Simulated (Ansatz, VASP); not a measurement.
# Two plane-wave programs on GaN

Contents of INCAR:

```
SYSTEM = GaN
ALGO     = Normal         ! electronic algorithm
EDIFF    = 1E-6           ! SCF threshold, eV
ENCUT    = 520            ! plane-wave cutoff, eV
GGA      = PE             ! functional
ISIF     = 2              ! what is computed and relaxed
ISMEAR   = 0              ! smearing method
LASPH    = .True.         ! aspherical terms in the spheres
LCHARG   = .False.        ! write CHGCAR
LREAL    = .False.        ! projectors in reciprocal space
LWAVE    = .False.        ! write WAVECAR
NBANDS   = 16             ! bands
NELM     = 100            ! most SCF steps
PREC     = Accurate       ! precision mode
SIGMA    = 0.05           ! smearing width, eV
```

Contents of KPOINTS:

```
k-points
0
Gamma
  10 10 10
  0 0 0
```

POSCAR

```
GaN
1.0
    0.0000000000      2.3083520702      2.2060113380
    2.3083520702      0.0000000000      2.2060113380
    2.3083520702      2.3083520702      0.0000000000
Ga N
1 1
Direct
    0.0000000000      0.0000000000      0.0000000000
    0.7500000000      0.7500000000      0.7500000000
```

Input for Ansatz:

```yaml
crystal:
  lattice:
    - [0.0, 2.3083520702, 2.206011338]
    - [2.3083520702, 0.0, 2.206011338]
    - [2.3083520702, 2.3083520702, 0.0]
  atoms:
    - { symbol: Ga, position: [0.0, 0.0, 0.0] }
    - { symbol: "N", position: [0.75, 0.75, 0.75] }
basis:
  ecutwfc: 420
kpoints:
  mp_grid: { grid: [10, 10, 10] }
hamiltonian:
  xc: pbe
scf:
  occupations: { method: gaussian, width: 0.05 }
output:
  forces: true
  stress: true
  eigenvalues: true
  write_density: true
  write_potential: true
  elf: true
  volumetric_format: npy
```

Change from the starting cell: strain +0.015 along x and y, -0.030 along z, atoms carried along.

Alike in both runs: task single point; functional PBE; k mesh 10 × 10 × 10; occupations gaussian, width 0.05 eV; no spin polarisation.

|  | VASP | Ansatz |
| --- | --- | --- |
| version | VASP 6.6.1 | Ansatz 0.2.0 |
| potentials or method | VASP PAW PBE potentials, release 64 (Ga_d, N), cutoff 520 eV | scalar-relativistic, plane waves, PAW |
| valence electrons in the cell | 18 | 18 |

```tsv
	VASP	Ansatz	Ansatz less VASP
gap on the k mesh at the Fermi level (eV)	1.42	1.41	-0.006
least direct gap on the mesh (eV)	1.42	1.41	-0.006
pressure (GPa)	0.1	0.0	-0.11
traceless stress, the component that is largest in VASP (GPa)	3.34	3.33	-0.004
```

With one functional, cell and mesh, what is left measures potentials, basis and numerics.
